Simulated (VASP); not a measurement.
# Li27H26O (a cell with a defect) in VASP: single point with PBE

Aim: the single point of Li27H26O (a cell with a defect) with PBE.

Program: VASP 6.6.1. These are calculated values, not measurements. Logs are shortened: lines on timing, memory, paths and dates and some standing lists are left out, and cuts for length are marked.

### Step 1. The cell of the first run

The cell holds a defect, 54 atoms: a = 8.641 Å, b = 8.641 Å, c = 8.641 Å, α = 60.00°, β = 60.00°, γ = 60.00°.

### Step 2. Single point, PBE

Contents of INCAR:

```
SYSTEM = Li27H26O
ALGO     = Normal         ! electronic algorithm
EDIFF    = 1E-6           ! SCF threshold, eV
ENCUT    = 520            ! plane-wave cutoff, eV
GGA      = PE             ! functional
ISIF     = 2              ! what is computed and relaxed
ISMEAR   = -1             ! smearing method
LASPH    = .TRUE.         ! aspherical terms in the spheres
LCHARG   = .TRUE.         ! write CHGCAR
LELF     = .TRUE.         ! ELF
LREAL    = Auto         
LVHAR    = .TRUE.       
LWAVE    = .FALSE.        ! write WAVECAR
NBANDS   = 90             ! bands
NELECT   = 114.0        
NELM     = 80             ! most SCF steps
PREC     = Accurate       ! precision mode
SIGMA    = 0.01           ! smearing width, eV
```

Contents of KPOINTS:

```
k-points
0
G
  3 3 3
  0 0 0
```

Contents of POSCAR:

```
Li27H26O
1.0
    0.0000000000      6.1102500000      6.1102500000
    6.1102500000      0.0000000000      6.1102500000
    6.1102500000      6.1102500000      0.0000000000
Li O H
27 1 26
Direct
    0.0006250299      0.0006250299      0.0006250299
    0.0122212631      0.0122212631      0.3211120703
    0.0006250299      0.0006250299      0.6647915768
    0.0122212631      0.3211120703      0.0122212631
    0.0122212631      0.3211120703      0.3211120703
    0.0001165683      0.3332167651      0.6666666667
    0.0006250299      0.6647915768      0.0006250299
    0.0001165683      0.6666666667      0.3332167651
    0.0001165683      0.6666666667      0.6666666667
    0.3211120703      0.0122212631      0.0122212631
    0.3211120703      0.0122212631      0.3211120703
    0.3332167651      0.0001165683      0.6666666667
    0.3211120703      0.3211120703      0.0122212631
    0.3327083034      0.3327083034      0.3327083034
    0.3327083034      0.3327083034      0.6685417565
    0.3332167651      0.6666666667      0.0001165683
    0.3327083034      0.6685417565      0.3327083034
    0.3332167651      0.6666666667      0.6666666667
    0.6647915768      0.0006250299      0.0006250299
    0.6666666667      0.0001165683      0.3332167651
    0.6666666667      0.0001165683      0.6666666667
    0.6666666667      0.3332167651      0.0001165683
    0.6685417565      0.3327083034      0.3327083034
    0.6666666667      0.3332167651      0.6666666667
    0.6666666667      0.6666666667      0.0001165683
    0.6666666667      0.6666666667      0.3332167651
    0.6666666667      0.6666666667      0.6666666667
    0.1666666667      0.1666666667      0.1666666667
    0.1666666667      0.1666666667      0.5065204328
    0.1666666667      0.1666666667      0.8268129005
    0.1666666667      0.5065204328      0.1666666667
    0.1669820409      0.4998948753      0.4998948753
    0.1666666667      0.5065204328      0.8268129005
    0.1666666667      0.8268129005      0.1666666667
    0.1666666667      0.8268129005      0.5065204328
    0.1663512925      0.8334384581      0.8334384581
    0.5065204328      0.1666666667      0.1666666667
    0.4998948753      0.1669820409      0.4998948753
    0.5065204328      0.1666666667      0.8268129005
    0.4998948753      0.4998948753      0.1669820409
    0.4998948753      0.4998948753      0.4998948753
    0.5004432193      0.5004432193      0.8328901140
    0.5065204328      0.8268129005      0.1666666667
    0.5004432193      0.8328901140      0.5004432193
    0.5004432193      0.8328901140      0.8328901140
    0.8268129005      0.1666666667      0.1666666667
    0.8268129005      0.1666666667      0.5065204328
    0.8334384581      0.1663512925      0.8334384581
    0.8268129005      0.5065204328      0.1666666667
    0.8328901140      0.5004432193      0.5004432193
    0.8328901140      0.5004432193      0.8328901140
    0.8334384581      0.8334384581      0.1663512925
    0.8328901140      0.8328901140      0.5004432193
    0.8334384581      0.8334384581      0.8334384581
```

Potentials or basis: VASP PAW PBE potentials, release 64 (Li_sv, O, H).

Run with:

```sh
$ cat potpaw_PBE.64/Li_sv/POTCAR potpaw_PBE.64/O/POTCAR potpaw_PBE.64/H/POTCAR > POTCAR
$ mpirun -np 1 vasp_std > vasp.out
```

OUTCAR:

```text
SYSTEM = Li27H26O
   EDIFF = 1E-6
   ENCUT = 520
   GGA = PE
   ISIF = 2
   ISMEAR = -1
   LASPH = .TRUE.
   LREAL = Auto
   NELECT = 114.0
   NELM = 80
   PREC = Accurate

 ion  position               nearest neighbor table
   1  0.001  0.001  0.001-
   2  0.012  0.012  0.321-  28 1.89
   3  0.001  0.001  0.665-
   4  0.012  0.321  0.012-  28 1.89
   5  0.012  0.321  0.321-  28 1.89
   6  0.000  0.333  0.667-
   7  0.001  0.665  0.001-
   8  0.000  0.667  0.333-
   9  0.000  0.667  0.667-
  10  0.321  0.012  0.012-  28 1.89
  11  0.321  0.012  0.321-  28 1.89
  12  0.333  0.000  0.667-
  13  0.321  0.321  0.012-  28 1.89
  14  0.333  0.333  0.333-
  15  0.333  0.333  0.669-
  16  0.333  0.667  0.000-
  17  0.333  0.669  0.333-
  18  0.333  0.667  0.667-
  19  0.665  0.001  0.001-
  20  0.667  0.000  0.333-
  21  0.667  0.000  0.667-
  22  0.667  0.333  0.000-
  23  0.669  0.333  0.333-
  24  0.667  0.333  0.667-
  25  0.667  0.667  0.000-
  26  0.667  0.667  0.333-
  27  0.667  0.667  0.667-
  28  0.167  0.167  0.167-   2 1.89   4 1.89   5 1.89  10 1.89  11 1.89  13 1.89
  29  0.167  0.167  0.507-
  30  0.167  0.167  0.827-
  31  0.167  0.507  0.167-
  32  0.167  0.500  0.500-
  33  0.167  0.507  0.827-
  34  0.167  0.827  0.167-
[... 18 lines left out ...]
  53  0.833  0.833  0.500-
  54  0.833  0.833  0.833-

  LATTYP: Found a face centered cubic cell.
 ALAT       =    12.2205000000

  Lattice vectors:

 A1 = (   0.0000000000,   6.1102500000,   6.1102500000)
 A2 = (   6.1102500000,   0.0000000000,   6.1102500000)
 A3 = (   6.1102500000,   6.1102500000,   0.0000000000)

Analysis of symmetry for initial positions (statically):
=====================================================================
 Subroutine PRICEL returns:
 Original cell was already a primitive cell.

 Routine SETGRP: Setting up the symmetry group for a
 face centered cubic supercell.

 Subroutine GETGRP returns: Found 48 space group operations
 (whereof  6 operations were pure point group operations)
 out of a pool of 48 trial point group operations.

The static configuration has the point symmetry C_3v.
 The point group associated with its full space group is O_h .

Analysis of symmetry for dynamics (positions and initial velocities):
=====================================================================
 Subroutine PRICEL returns:
 Original cell was already a primitive cell.

 Routine SETGRP: Setting up the symmetry group for a
 face centered cubic supercell.

 Subroutine GETGRP returns: Found 48 space group operations
 (whereof  6 operations were pure point group operations)
 out of a pool of 48 trial point group operations.

The dynamic configuration has the point symmetry C_3v.
 The point group associated with its full space group is O_h .

 Subroutine INISYM returns: Found 48 space group operations
 (whereof  6 operations are pure point group operations),
 and found     1 'primitive' translations

----------------------------------------------------------------------------------------

                                     Primitive cell

  volume of cell :     456.2543

  direct lattice vectors                    reciprocal lattice vectors
     0.000000000  6.110250000  6.110250000    -0.081829712  0.081829712  0.081829712
     6.110250000  0.000000000  6.110250000     0.081829712 -0.081829712  0.081829712
     6.110250000  6.110250000  0.000000000     0.081829712  0.081829712 -0.081829712

  length of vectors
     8.641198419  8.641198419  8.641198419     0.141733219  0.141733219  0.141733219

  position of ions in fractional coordinates (direct lattice)
     0.000625030  0.000625030  0.000625030
     0.012221263  0.012221263  0.321112070
     0.000625030  0.000625030  0.664791577
     0.012221263  0.321112070  0.012221263
     0.012221263  0.321112070  0.321112070
     0.000116568  0.333216765  0.666666667
[... 46 lines left out ...]
     0.832890114  0.832890114  0.500443219
     0.833438458  0.833438458  0.833438458

  ion indices of the primitive-cell ions
   primitive index   ion index
                 1           1
                 2           2
                 3           3
                 4           4
                 5           5
                 6           6
[... 46 lines left out ...]
                53          53
                54          54

----------------------------------------------------------------------------------------

 KPOINTS: k-points

Automatic generation of k-mesh.
 Grid dimensions read from file:
 generate k-points for:    3    3    3

 Generating k-lattice:

  Cartesian coordinates                     Fractional coordinates (reciprocal lattice)
    -0.027276571  0.027276571  0.027276571     0.333333333  0.000000000  0.000000000
     0.027276571 -0.027276571  0.027276571     0.000000000  0.333333333  0.000000000
     0.027276571  0.027276571 -0.027276571     0.000000000  0.000000000  0.333333333

  Length of vectors
     0.047244406  0.047244406  0.047244406

  Shift w.r.t. Gamma in fractional coordinates (k-lattice)
     0.000000000  0.000000000  0.000000000

 Subroutine IBZKPT returns following result:
 ===========================================

 Found      4 irreducible k-points:

 Following reciprocal coordinates:
            Coordinates               Weight
  0.000000  0.000000  0.000000      1.000000
  0.333333  0.000000  0.000000      8.000000
  0.333333  0.333333  0.000000      6.000000
 -0.333333  0.333333  0.000000     12.000000
   k-points           NKPTS =      4   k-points in BZ     NKDIM =      4   number of bands    NBANDS=     90
   number of dos      NEDOS =    301   number of ions     NIONS =     54
   total plane-waves  NPLWV = 262144
   dimension x,y,z NGX =    64 NGY =   64 NGZ =   64
   dimension x,y,z NGXF=   128 NGYF=  128 NGZF=  128
   ions per type =              27   1  26
   NGX,Y,Z   is equivalent  to a cutoff of  12.31, 12.31, 12.31 a.u.
   NGXF,Y,Z  is equivalent  to a cutoff of  24.63, 24.63, 24.63 a.u.
 SYSTEM =  Li27H26O
   PREC   = accura    normal or accurate (medium, high low for compatibility)
   ISTART =      0    job   : 0-new  1-cont  2-samecut
   ICHARG =      2    charge: 1-file 2-atom 10-const
   ISPIN  =      1    spin polarized calculation?
   LNONCOLLINEAR =      F non collinear calculations
   LSORBIT =      F    spin-orbit coupling
   LASPH  =      T    aspherical Exc in radial PAW
   ENCUT  =  520.0 eV  38.22 Ry    6.18 a.u.  16.07 16.07 16.07*2*pi/ulx,y,z
   NELM   =     80;   NELMIN=  2; NELMDL= -5     # of ELM steps
   EDIFF  = 0.1E-05   stopping-criterion for ELM
   LREAL  =      T    real-space projection
   EDIFFG = 0.1E-04   stopping-criterion for IOM
   NSW    =      0    number of steps for IOM
   IBRION =     -1    ionic relax: 0-MD 1-quasi-New 2-CG
   NFREE  =      0    steps in history (QN), initial steepest desc. (CG)
   ISIF   =      2    stress and relaxation
   ISYM   =      2    0-nonsym 1-usesym 2-fastsym
   POTIM  = 0.5000    time-step for ionic-motion
   TEBEG  =    0.0;   TEEND  =   0.0 temperature during run
   PSTRESS=    0.0 pullay stress
   NELECT =     114.0000    total number of electrons
   NUPDOWN=      -1.0000    fix difference up-down
   EMIN   =  10.00;   EMAX   =-10.00  energy-range for DOS
   EFERMI =   0.00;   METHOD = LEGACY
   ISMEAR =    -1;   SIGMA  =   0.01  broadening in eV -4-tet -1-fermi 0-gaus
   EFERMI_NEDOS =   21; number of points for ismear=-14 and -15
   IALGO  =     38    algorithm
   IMIX   =      4    mixing-type and parameters
     AMIX     =   0.40;   BMIX     =  1.00
     AMIX_MAG =   1.60;   BMIX_MAG =  1.00
  volume/ion in A,a.u.               =       8.45        57.02
  Fermi-wavevector in a.u.,A,eV,Ry     =   1.031116  1.948526 14.465713  1.063200
  Thomas-Fermi vector in A             =   2.165248
   LORBIT       =      0    0 simple, 1 ext, 2 COOP (PROOUT), +10 PAW based schemes
   GGA     = PE    functional components
   LHFCALC =     F    Hartree Fock is set to
   AEXX    =    0.0000 exact exchange contribution
   IVDW    =     0    specifies the selected vdW correction
   LEPSILON=     F    determine dielectric tensor
   LRPA    =     F    only Hartree local field effects (RPA)
 non-spin polarized calculation
  energy-cutoff  :      520.00
  volume of cell :      456.25
 maximum number of plane-waves:     12339
   NGX = 33   NGY = 33   NGZ = 33

 number of electron     113.9999999 magnetization

 Free energy of the ion-electron system (eV)
  ---------------------------------------------------
  ext. energy  EPLUGINS =         0.00000000
  ---------------------------------------------------
  free energy    TOTEN  =      -169.02183164 eV

  energy without entropy =     -169.02183164  energy(sigma->0) =     -169.02183164

 E-fermi :   0.0363     XC(G=0):  -8.4567

 val. band max:       -0.2166705372   @ k =  -0.3333   0.3333   0.0000
 cond. band min:       3.3847100571   @ k =  -0.3333   0.3333   0.0000
 fundamental gap:      3.6013805943
 Fermi energy:         0.0362641529

 k-point     1 :       0.0000    0.0000    0.0000
  band No.  band energies     occupation
      1     -44.5334      2.00000
      2     -44.5303      2.00000
      3     -44.5196      2.00000
      4     -44.5196      2.00000
      5     -44.5196      2.00000
      6     -44.5189      2.00000
[... 61 lines left out ...]
     68       5.4635      0.00000
     69       5.4635      0.00000
[... 214 lines left out ...]
     68       5.3207      0.00000
     69       5.3338      0.00000
 [bands above 69 left out]

------------------------ aborting loop because EDIFF is reached ----------------------------------------

  FORCE on cell =-STRESS in cart. coord.  units (eV):
  Direction    XX          YY          ZZ          XY          YZ          ZX
  --------------------------------------------------------------------------------------
  -------------------------------------------------------------------------------------
  Total       -0.6093304     -0.6093304     -0.6093304     -0.0000000     -0.0000000     -0.0000000
  in kB       -2.1397179     -2.1397179     -2.1397179     -0.0000000     -0.0000000     -0.0000000
  external PRESSURE =      -2.1397179 kB  Pullay stress =       0.0000000 kB

 VOLUME and BASIS-vectors are now :
 -----------------------------------------------------------------------------
  energy-cutoff  :      520.00
  volume of cell :      456.25
      direct lattice vectors                 reciprocal lattice vectors
     0.000000000  6.110250000  6.110250000    -0.081829712  0.081829712  0.081829712
     6.110250000  0.000000000  6.110250000     0.081829712 -0.081829712  0.081829712
     6.110250000  6.110250000  0.000000000     0.081829712  0.081829712 -0.081829712

 POSITION                                       TOTAL-FORCE (eV/Angst)
 -----------------------------------------------------------------------------------
      0.00764      0.00764      0.00764        -0.013340     -0.013340     -0.013340
      2.03675      2.03675      0.14935        -0.000000     -0.000000      0.007237
      4.06586      4.06586      0.00764         0.013340      0.013340     -0.013340
      2.03675      0.14935      2.03675        -0.000000      0.007237     -0.000000
      3.92415      2.03675      2.03675        -0.007237     -0.000000     -0.000000
      6.10954      4.07421      2.03675        -0.008868      0.008868     -0.000000
[... 46 lines left out ...]
      8.14700      8.14700     10.17833        -0.000000     -0.000000     -0.030305
     10.18503     10.18503     10.18503         0.001174      0.001174      0.001174
 -----------------------------------------------------------------------------------
    total drift:                               -0.000007     -0.000007     -0.000007

  FREE ENERGIE OF THE ION-ELECTRON SYSTEM (eV)
  ---------------------------------------------------
  free  energy   TOTEN  =      -169.0218316441 eV

  energy  without entropy=     -169.0218316441  energy(sigma->0) =     -169.02183164
```

Wall time 14 min (1 thread of AMD EPYC 7R43 (Zen 3), shared host); peak memory 0.53 GiB.

What came out:

```yaml
Free_energy: -169.0218 eV
Largest_force: 0.030 eV/Å
```

Forces in eV/Å, atoms in the order of the input:
```
Li  -0.013 -0.013 -0.013
Li   0.000  0.000  0.007
Li   0.013  0.013 -0.013
Li   0.000  0.007  0.000
Li  -0.007  0.000  0.000
Li  -0.009  0.009  0.000
Li   0.013 -0.013  0.013
Li  -0.009  0.000  0.009
Li   0.000  0.009  0.009
Li   0.007  0.000  0.000
Li   0.000 -0.007  0.000
Li   0.009 -0.009  0.000
Li   0.000  0.000 -0.007
Li   0.013  0.013  0.013
Li  -0.013 -0.013  0.013
Li   0.009  0.000 -0.009
Li  -0.013  0.013 -0.013
Li   0.000 -0.009 -0.009
Li  -0.013  0.013  0.013
Li   0.000 -0.009  0.009
Li   0.009  0.000  0.009
Li   0.000  0.009 -0.009
Li   0.013 -0.013 -0.013
Li  -0.009  0.000 -0.009
Li   0.009  0.009  0.000
Li  -0.009 -0.009  0.000
Li   0.000  0.000  0.000
O    0.000  0.000  0.000
H    0.001  0.001  0.000
H   -0.001 -0.001  0.000
H    0.001  0.000  0.001
H   -0.001  0.001  0.001
H    0.000 -0.001  0.001
H   -0.001  0.000 -0.001
H    0.000  0.001 -0.001
H    0.001 -0.001 -0.001
H    0.000  0.001  0.001
H    0.001 -0.001  0.001
H   -0.001  0.000  0.001
H    0.001  0.001 -0.001
H   -0.001 -0.001 -0.001
H    0.000  0.000  0.030
H   -0.001  0.001  0.000
H    0.000  0.030  0.000
H   -0.030  0.000  0.000
H    0.000 -0.001 -0.001
H    0.001  0.000 -0.001
H   -0.001  0.001 -0.001
H    0.001 -0.001  0.000
H    0.030  0.000  0.000
H    0.000 -0.030  0.000
H   -0.001 -0.001  0.001
H    0.000  0.000 -0.030
H    0.001  0.001  0.001
```

Levels at points of the mesh, in eV from the Fermi level:
| k point | band 53 | band 54 | band 55 | band 56 | band 57 | band 58 | band 59 | band 60 | band 61 | band 62 |
| --- | --- | --- | --- | --- | --- | --- | --- | --- | --- | --- |
| (0.00, 0.00, 0.00) | -1.11 | -1.11 | -0.61 | -0.61 | -0.61 | 4.76 | 4.76 | 4.78 | 4.78 | 4.78 |

Caveat: the cell carries a net charge on a neutralising background, which shifts energy and pressure; the cell is charged against a uniform background, so pressure and absolute levels hang on convention; the cutoff is under 1.25 times the usual one of these potentials, so pressure, stress and relaxed cells hold a basis-set (Pulay) error.
